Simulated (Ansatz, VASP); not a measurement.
## Ge3N4: VASP beside Ansatz

The input POSCAR:

```
Ge3N4
1.0
    8.0509314886      0.0000000000      0.0000000000
   -4.0254657443      6.9723111933      0.0000000000
    0.0000000000      0.0000000000      3.0835213900
Ge N
6 8
Direct
    0.8314483318      0.2379047739      0.7500000000
    0.5935435579      0.8314483318      0.2500000000
    0.2379047739      0.4064564421      0.2500000000
    0.7620952261      0.5935435579      0.7500000000
    0.4064564421      0.1685516682      0.7500000000
    0.1685516682      0.7620952261      0.2500000000
    0.6666666667      0.3333333333      0.7500000000
    0.3333333333      0.6666666667      0.2500000000
    0.6701818939      0.9750655483      0.7500000000
    0.6951163455      0.6701818939      0.2500000000
    0.9750655483      0.3048836545      0.2500000000
    0.0249344517      0.6951163455      0.7500000000
    0.3298181061      0.0249344517      0.2500000000
    0.3048836545      0.3298181061      0.7500000000
```

File INCAR.step1:

```
  ALGO = Normal
  EDIFF = 1E-5
  ENCUT = 580
  GGA = PE
  GGA_COMPAT = False
  ISMEAR = -1
  LASPH = True
  LCHARG = False
  LREAL = False
  LWAVE = True
  NBANDS = 75
  NELM = 120
  PREC = Accurate
  SIGMA = 0.02
```

INCAR.step2

```
  ALGO = Normal
  EDIFF = 1E-7
  ENCUT = 580
  GGA_COMPAT = False
  ISIF = 2
  ISMEAR = -1
  ISTART = 1
  LASPH = True
  LCHARG = False
  LEFG = True
  LMIXTAU = True
  LREAL = False
  LWAVE = False
  METAGGA = R2SCAN
  NBANDS = 75
  NELM = 120
  PREC = Accurate
  SIGMA = 0.02
```

The input KPOINTS:

```
k-points
0
Gamma
  4 4 9
```

Input for Ansatz:

```yaml
crystal:
  lattice:
    - [8.0509314886, 0.0, 0.0]
    - [-4.0254657443, 6.9723111933, 0.0]
    - [0.0, 0.0, 3.08352139]
  atoms:
    - { symbol: Ge, position: [0.8314483318, 0.2379047739, 0.75] }
    - { symbol: Ge, position: [0.5935435579, 0.8314483318, 0.25] }
    - { symbol: Ge, position: [0.2379047739, 0.4064564421, 0.25] }
    - { symbol: Ge, position: [0.7620952261, 0.5935435579, 0.75] }
    - { symbol: Ge, position: [0.4064564421, 0.1685516682, 0.75] }
    - { symbol: Ge, position: [0.1685516682, 0.7620952261, 0.25] }
    - { symbol: "N", position: [0.6666666667, 0.3333333333, 0.75] }
    - { symbol: "N", position: [0.3333333333, 0.6666666667, 0.25] }
    - { symbol: "N", position: [0.6701818939, 0.9750655483, 0.75] }
    - { symbol: "N", position: [0.6951163455, 0.6701818939, 0.25] }
    - { symbol: "N", position: [0.9750655483, 0.3048836545, 0.25] }
    - { symbol: "N", position: [0.0249344517, 0.6951163455, 0.75] }
    - { symbol: "N", position: [0.3298181061, 0.0249344517, 0.25] }
    - { symbol: "N", position: [0.3048836545, 0.3298181061, 0.75] }
kpoints:
  mp_grid: { grid: [4, 4, 9] }
scf:
  occupations: { method: fermi_dirac, width: 0.02 }
hamiltonian:
  xc: r2scan
  pseudopotentials: { kind: paw }
output:
  forces: true
  stress: true
  populations: true
  efg:
    quadrupole_moments_barn: { Ge: -0.196, "N": 0.02044 }
    contact_densities: true
```

Alike in both runs: task electric field gradients; functional r2SCAN; k mesh 4 × 4 × 9; occupations fermi-dirac, width 0.02 eV; no spin polarisation.

|  | VASP | Ansatz |
| --- | --- | --- |
| version | VASP 6.6.1 | Ansatz 0.2.0 |
| potentials or method | VASP PAW PBE potentials, release 64 (Ge_d, N) | plane-wave PAW, scalar-relativistic |
| plane-wave cutoff (eV) | 580 | 500 |
| valence electrons in the cell | 124 | 124 |

```tsv
	VASP	Ansatz	Ansatz less VASP
gap on the k mesh at the Fermi level (eV)	2.58	2.61	+0.026
pressure (GPa)	-0.2	-0.9	-0.74
traceless stress, the component that is largest in VASP (GPa)	0.00	-0.09	-0.084
rms of the force components (eV/Å)	0.028	0.033	+0.0044
size of Vzz on the site where it differs most (V/Å²)	79.2	80.9	+1.71
```

VASP's potentials were made for PBE, not for r2SCAN. Atom by atom the forces differ by 0.005 eV/Å (rms over components). With one functional, cell and mesh, what is left measures potentials, basis and numerics.
